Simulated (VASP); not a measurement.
# GaCo3Pb (Pm-3m) in VASP: further runs, part 2 of 2

VASP 6.6.1. The steps go on from the part before.

## (3) Single point, PBE, collinear spin, ferromagnetic start

This run uses another cell than the first one, of 22.91 Å³/atom.

Input file INCAR:

```
SYSTEM = GaCo3Pb
ALGO = Normal ; EDIFF = 1E-6
ENCUT = 520 ; GGA = PE
ISIF = 2 ; ISMEAR = 0
ISPIN = 2 ; LASPH = .True.
LCHARG = .False. ; LMAXMIX = 4
LORBIT = 11 ; LREAL = .False.
LWAVE = .False. ; MAGMOM = 0 0.86 0.86 0.86 0
NBANDS = 39 ; NELM = 150
PREC = Accurate ; SIGMA = 0.1
```

Input file KPOINTS:

```
k-points
0
Gamma
  4 4 4
  0 0 0
```

Input file POSCAR:

```
GaCo3Pb
1.0
    4.8567350084      0.0000000000      0.0000000000
    0.0000000000      4.8567350084      0.0000000000
    0.0000000000      0.0000000000      4.8567350084
Ga Co Pb
1 3 1
Direct
    0.0000000000      0.0000000000      0.0000000000
    0.0000000000      0.5000000000      0.5000000000
    0.5000000000      0.0000000000      0.5000000000
    0.5000000000      0.5000000000      0.0000000000
    0.5000000000      0.5000000000      0.5000000000
```

Potentials or basis: VASP PAW PBE potentials, release 64 (Ga_d, Co, Pb_d).

The run is started by

```sh
cat potpaw_PBE.64/Ga_d/POTCAR potpaw_PBE.64/Co/POTCAR potpaw_PBE.64/Pb_d/POTCAR > POTCAR
mpirun -np 1 vasp_std > vasp.out
```

OUTCAR:

```text
SYSTEM = GaCo3Pb
   EDIFF = 1E-6
   ENCUT = 520
   GGA = PE
   ISIF = 2
   ISMEAR = 0
   ISPIN = 2
   LASPH = .True.
   LORBIT = 11
   LREAL = .False.
   NELM = 150
   PREC = Accurate

 ion  position               nearest neighbor table
   1  0.000  0.000  0.000-
   2  0.000  0.500  0.500-   5 2.43   5 2.43
   3  0.500  0.000  0.500-   5 2.43   5 2.43
   4  0.500  0.500  0.000-   5 2.43   5 2.43
   5  0.500  0.500  0.500-   2 2.43   3 2.43   4 2.43   4 2.43   3 2.43   2 2.43

  LATTYP: Found a simple cubic cell.
 ALAT       =     4.8567350084

  Lattice vectors:

 A1 = (   4.8567350084,   0.0000000000,   0.0000000000)
 A2 = (   0.0000000000,   4.8567350084,   0.0000000000)
 A3 = (   0.0000000000,   0.0000000000,   4.8567350084)

Analysis of symmetry for initial positions (statically):
=====================================================================
 Subroutine PRICEL returns:
 Original cell was already a primitive cell.

 Routine SETGRP: Setting up the symmetry group for a
 simple cubic supercell.

 Subroutine GETGRP returns: Found 48 space group operations
 (whereof 48 operations were pure point group operations)
 out of a pool of 48 trial point group operations.

The static configuration has the point symmetry O_h .

Analysis of symmetry for dynamics (positions and initial velocities):
=====================================================================
 Subroutine PRICEL returns:
 Original cell was already a primitive cell.

 Routine SETGRP: Setting up the symmetry group for a
 simple cubic supercell.

 Subroutine GETGRP returns: Found 48 space group operations
 (whereof 48 operations were pure point group operations)
 out of a pool of 48 trial point group operations.

The dynamic configuration has the point symmetry O_h .

Analysis of structural, dynamic, and magnetic symmetry:
=====================================================================
 Subroutine PRICEL returns:
 Original cell was already a primitive cell.
[... 151 lines left out ...]
 fundamental gap:      0.0027308574
 Fermi energy:         4.3909540890

 spin component 1

 k-point     1 :       0.0000    0.0000    0.0000
  band No.  band energies     occupation
      1     -12.4816      1.00000
      2     -12.4816      1.00000
      3     -12.1599      1.00000
      4     -12.1599      1.00000
      5     -12.1599      1.00000
      6     -10.1342      1.00000
[... 409 lines left out ...]
     38      14.6813      0.00000
     39      14.6813      0.00000
 Fermi energy:         4.3909540890

 spin component 2

 k-point     1 :       0.0000    0.0000    0.0000
  band No.  band energies     occupation
      1     -12.4876      1.00000
      2     -12.4876      1.00000
      3     -12.1789      1.00000
      4     -12.1789      1.00000
      5     -12.1789      1.00000
      6     -10.1191      1.00000
[... 409 lines left out ...]
     38      14.9010      0.00000
     39      14.9256      0.00000

------------------------ aborting loop because EDIFF is reached ----------------------------------------

  FORCE on cell =-STRESS in cart. coord.  units (eV):
  Direction    XX          YY          ZZ          XY          YZ          ZX
  --------------------------------------------------------------------------------------
  -------------------------------------------------------------------------------------
  Total       -0.0413395     -0.0413395     -0.0413395      0.0000000     -0.0000000     -0.0000000
  in kB       -0.5781521     -0.5781521     -0.5781521      0.0000000     -0.0000000     -0.0000000
  external PRESSURE =      -0.5781521 kB  Pullay stress =       0.0000000 kB

 VOLUME and BASIS-vectors are now :
 -----------------------------------------------------------------------------
  energy-cutoff  :      520.00
  volume of cell :      114.56
      direct lattice vectors                 reciprocal lattice vectors
     4.856735008  0.000000000  0.000000000     0.205899642  0.000000000  0.000000000
     0.000000000  4.856735008  0.000000000     0.000000000  0.205899642  0.000000000
     0.000000000  0.000000000  4.856735008     0.000000000  0.000000000  0.205899642

 POSITION                                       TOTAL-FORCE (eV/Angst)
 -----------------------------------------------------------------------------------
      0.00000      0.00000      0.00000         0.000000      0.000000      0.000000
      0.00000      2.42837      2.42837         0.000000      0.000000      0.000000
      2.42837      0.00000      2.42837         0.000000      0.000000      0.000000
      2.42837      2.42837      0.00000         0.000000      0.000000      0.000000
      2.42837      2.42837      2.42837         0.000000      0.000000      0.000000
 -----------------------------------------------------------------------------------
    total drift:                                0.000000      0.000000      0.000000

  FREE ENERGIE OF THE ION-ELECTRON SYSTEM (eV)
  ---------------------------------------------------
  free  energy   TOTEN  =       -19.7773868394 eV

  energy  without entropy=      -19.7018447132  energy(sigma->0) =      -19.73961578

 total charge

# of ion       s       p       d       tot
------------------------------------------
    1        1.087   0.301   9.927  11.314
    2        0.367   0.230   7.324   7.921
    3        0.367   0.230   7.324   7.921
    4        0.367   0.230   7.324   7.921
    5        1.258   1.361   9.848  12.467
--------------------------------------------------
tot          3.445   2.352  41.746  47.543

 magnetization (x)

# of ion       s       p       d       tot
------------------------------------------
    1        0.090  -0.057  -0.001   0.033
    2        0.054  -0.004   1.692   1.742
    3        0.054  -0.004   1.692   1.742
    4        0.054  -0.004   1.692   1.742
    5       -0.005  -0.053  -0.009  -0.067
--------------------------------------------------
tot          0.248  -0.123   5.066   5.191
```

OSZICAR:

```text
N       E                     dE             d eps       ncg     rms          rms(c)
DAV:   1     0.473512213998E+03    0.47351E+03   -0.24448E+04  1656   0.182E+03
DAV:   2     0.322467920370E+02   -0.44127E+03   -0.42524E+03  1560   0.441E+02
[... 15 lines left out ...]
DAV:  18    -0.197773362784E+02   -0.17684E-03   -0.82069E-04  2175   0.200E-01    0.501E-02
DAV:  19    -0.197773423755E+02   -0.60970E-05   -0.18235E-04  2122   0.128E-01    0.288E-02
DAV:  20    -0.197773481555E+02   -0.57800E-05   -0.13000E-04  2104   0.126E-01    0.126E-02
DAV:  21    -0.197773857194E+02   -0.37564E-04   -0.37695E-05  1575   0.484E-02    0.654E-03
DAV:  22    -0.197773868407E+02   -0.11214E-05   -0.50167E-06  1562   0.189E-02    0.458E-03
DAV:  23    -0.197773868394E+02    0.13006E-08   -0.12910E-06  1089   0.117E-02
   1 F= -.19777387E+02 E0= -.19739616E+02  d E =-.755421E-01  mag=     5.0636
```

It took 2.5 min on 1 thread of Intel Xeon Platinum 8488C (Sapphire Rapids), shared host; peak memory 0.28 GiB.

Results:

- Free energy: -19.7774 eV
- Pressure: -0.1 GPa
- Net moment: 5.06 μB per cell
- Site moments: Ga +0.03; Co +1.74; Pb -0.07 μB
- Valence electrons inside the program's atomic spheres: Ga 11.31; Co 7.92; Pb 12.47

Levels at points of the mesh, in eV from the Fermi level:
Spin up:
```
           k point  band 26  band 27  band 28  band 29  band 30  band 31  band 32  band 33  band 34  band 35
(0.00, 0.00, 0.00)    -1.36    -1.36    -1.36    -1.36    -0.69     2.17     2.17     3.25     3.25     3.25
(0.50, 0.00, 0.00)    -1.50    -1.36    -0.46     0.26     0.26     1.48     2.19     2.19     2.80     4.14
(0.50, 0.50, 0.00)    -1.50    -1.43    -1.24    -1.24     1.34     2.80     3.06     3.24     3.39     3.39
(0.50, 0.50, 0.50)    -1.56    -1.30    -0.60    -0.60    -0.60    -0.33    -0.33    -0.33     8.39     8.39
```
Spin down:
```csv
k point,band 21,band 22,band 23,band 24,band 25,band 26,band 27,band 28
"(0.00, 0.00, 0.00)",-0.09,-0.09,-0.09,-0.01,-0.01,0.25,0.25,0.25
"(0.50, 0.00, 0.00)",-0.19,-0.09,-0.09,-0.07,-0.06,0.24,0.25,0.30
"(0.50, 0.50, 0.00)",-0.34,-0.34,-0.23,-0.15,0.03,0.03,0.11,0.45
"(0.50, 0.50, 0.50)",-0.63,-0.38,-0.38,-0.38,0.02,0.02,0.10,0.35
```

Caveat: spin-orbit coupling is left out, which moves the levels of the heavy elements.

## (4) Relaxation of cell and atoms, PBE, collinear spin, ferromagnetic start

Input file INCAR:

```
ALGO = Normal ; EDIFF = 1E-7
EDIFFG = -0.04 ; ENCUT = 600
GGA = PE ; IBRION = 2
ISIF = 3 ; ISMEAR = 0
ISPIN = 2 ; LASPH = T
LCHARG = F ; LMAXMIX = 4
LORBIT = 11 ; LREAL = F
LWAVE = F ; MAGMOM = 0 0.86 0.86 0.86 0
NELM = 150 ; NSW = 90
PREC = Accurate ; SIGMA = 0.1
```

Input file KPOINTS:

```
k-points
0
Gamma
  4 4 4
```

POSCAR: that of step 3 with these lines changed.

```diff
@@ -2,5 +2,5 @@
 1.0
-    4.8567350084      0.0000000000      0.0000000000
-    0.0000000000      4.8567350084      0.0000000000
-    0.0000000000      0.0000000000      4.8567350084
+    4.2063572436      0.0000000000      0.0000000000
+    0.0000000000      4.2063572436      0.0000000000
+    0.0000000000      0.0000000000      4.2063572436
 Ga Co Pb
```

The run is started by

```sh
cat potpaw_PBE.64/Ga_d/POTCAR potpaw_PBE.64/Co/POTCAR potpaw_PBE.64/Pb_d/POTCAR > POTCAR
mpirun -np 1 vasp_std > vasp.out
```

Wall time 7.2 min (1 thread of Intel Xeon Platinum 8488C (Sapphire Rapids), shared host); peak memory 0.27 GiB.

The run converged. Its results:

- Free energy: -19.0147 eV
- Relaxed volume: 21.26 Å³/atom
- Relaxed cell: a = 4.737 Å, b = 4.737 Å, c = 4.737 Å, α = 90.00°, β = 90.00°, γ = 90.00°
- Space group after relaxing (to 0.1 Å): Pm-3m (No. 221)
- Energy gained by relaxing: 738.9 meV/atom
- Ionic steps: 3
- Pressure after relaxing: -0.2 GPa
- Net moment: -0.19 μB per cell
- Site moments: Ga +0.01; Co -0.08; Pb +0.01 μB
- Valence electrons inside the program's atomic spheres: Ga 11.26; Co 8.04; Pb 12.54

Step by step:
| step | energy change (eV) | largest force (eV/Å) | pressure (GPa) | volume (Å³) |
| --- | --- | --- | --- | --- |
| 1 | 0.0000 | 0.0000 | 57.28 | 74.42 |
| 2 | -2.2828 | 0.0000 | -8.30 | 147.72 |
| 3 | -3.6943 | 0.0000 | -0.20 | 106.31 |

Final structure:
```
Ga Co Pb
1.0
     4.73716    0.00000    0.00000
     0.00000    4.73716    0.00000
     0.00000    0.00000    4.73716
Ga Co Pb
1 3 1
Direct
  0.00000 0.00000 0.00000
  0.00000 0.50000 0.50000
  0.50000 0.00000 0.50000
  0.50000 0.50000 0.00000
  0.50000 0.50000 0.50000
```

Levels at points of the mesh, in eV from the Fermi level:
Spin up:
```tsv
k point	band 24	band 25	band 26	band 27	band 28	band 29	band 30	band 31
(0.00, 0.00, 0.00)	-0.21	-0.21	-0.20	-0.20	-0.20	0.07	0.21	3.03
(0.50, 0.00, 0.00)	-0.33	-0.27	-0.21	-0.14	0.25	0.94	0.94	2.31
(0.50, 0.50, 0.00)	-0.52	-0.32	-0.02	-0.02	0.06	0.06	2.16	3.41
(0.50, 0.50, 0.50)	-0.72	-0.08	-0.08	-0.08	-0.04	-0.04	0.10	0.73
```
Spin down:
| k point | band 24 | band 25 | band 26 | band 27 | band 28 | band 29 | band 30 | band 31 |
| --- | --- | --- | --- | --- | --- | --- | --- | --- |
| (0.00, 0.00, 0.00) | -0.33 | -0.33 | -0.26 | -0.26 | -0.26 | 0.10 | 0.17 | 3.03 |
| (0.50, 0.00, 0.00) | -0.47 | -0.41 | -0.26 | -0.13 | 0.22 | 0.92 | 0.92 | 2.29 |
| (0.50, 0.50, 0.00) | -0.57 | -0.29 | -0.28 | -0.26 | 0.06 | 0.06 | 2.14 | 3.42 |
| (0.50, 0.50, 0.50) | -0.70 | -0.29 | -0.29 | -0.12 | -0.07 | -0.07 | -0.07 | 0.69 |

Caveat: the k points lie up to 0.33 Å⁻¹ apart in the final cell; the volume moved by over 15 % at a fixed basis, so the end points are rough; spin-orbit coupling is left out, which moves the levels of the heavy elements.

## (5) Summary

| task | cell | cutoff (eV) | gap on the mesh (eV) | pressure (GPa) | moment (μB) |
| --- | --- | --- | --- | --- | --- |
| single point | a = 4.206 Å, 5 atoms | 520 | none | 57.3 | 2.30 |
| single point | a = 4.857 Å, 5 atoms | 520 | none | -0.1 | 5.06 |
| relaxation of cell and atoms | relaxed from a = 4.206 Å, 5 atoms | 600 | none | -0.2 | 0.19 |

Alike in all rows: level PBE; potentials or basis VASP PAW PBE potentials, release 64 (Ga_d, Co, Pb_d); spin collinear, ferromagnetic start; k mesh 4 × 4 × 4; smearing gaussian 0.1 eV.

Caveats: some runs use coarse meshes; spin-orbit coupling is left out, which moves the levels of the heavy elements; the volume moved by over 15 % at a fixed basis, so the end points are rough (at least some runs).

Total energies depend on the potentials used, so only differences within one code and one set of settings carry meaning.
